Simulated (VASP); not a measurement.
Wanted: the native input for a VASP 6.6.1 run.

```yaml
Task: single point
Functional: PBE
Potentials_or_basis: VASP PAW PBE potentials, release 64 (Ta_pv, Tl_d)
Cutoff: 520 eV
k_mesh: 6 × 6 × 4
Occupations: gaussian, width 0.1 eV
Spin: no spin polarisation
Dipole_correction: no
Further_INCAR_settings: ALGO = Fast; EDIFF = 1e-06; NBANDS = 45
```

The structure of TaTl lies in POSCAR:

```
TaTl
1.0
    5.7239133076      0.0000000000      0.0000000000
   -2.8619566538      4.9570543334      0.0000000000
    0.0000000000      0.0000000000      4.6181573277
Ta Tl
3 3
Direct
    0.5000000000      0.0000000000      0.0000000000
    0.5000000000      0.5000000000      0.0000000000
    0.0000000000      0.5000000000      0.0000000000
    0.0000000000      0.0000000000      0.0000000000
    0.3333333333      0.6666666667      0.5000000000
    0.6666666667      0.3333333333      0.5000000000
```

One way to write it, as run:

INCAR

```
PREC     = Accurate       # precision mode
ENCUT    = 520            # plane-wave cutoff, eV
EDIFF    = 1E-6           # SCF threshold, eV
ISMEAR   = 0              # smearing method
SIGMA    = 0.1            # smearing width, eV
LREAL    = False          # projectors in reciprocal space
LASPH    = True           # aspherical terms in the spheres
NELM     = 60             # most SCF steps
ALGO     = Fast           # electronic algorithm
ISIF     = 2              # what is computed and relaxed
LWAVE    = False          # write WAVECAR
LCHARG   = True           # write CHGCAR
GGA      = PE             # functional
LELF     = True           # ELF
LVHAR    = True         
NBANDS   = 45             # bands
```

KPOINTS

```
Automatic mesh
0
Gamma
  6 6 4
```

Potentials or basis: VASP PAW PBE potentials, release 64 (Ta_pv, Tl_d).

Run with:

```sh
$ cat potpaw_PBE.64/Ta_pv/POTCAR potpaw_PBE.64/Tl_d/POTCAR > POTCAR
$ mpirun -np 1 vasp_std > vasp.out
```

It gave:

* Pressure: 14.2 GPa
* Band gap on the k mesh: zero (band 36 reaches 7.09 eV, above the bottom of band 37 at 6.37 eV)

Caveat: spin-orbit coupling is left out, which moves the levels of the heavy elements.

Run time: 4.2 min on 1 thread of Intel(R) Xeon(R) Platinum 8375C CPU @ 2.90GHz (Ice Lake) (shared host), peak memory 0.33 GiB.
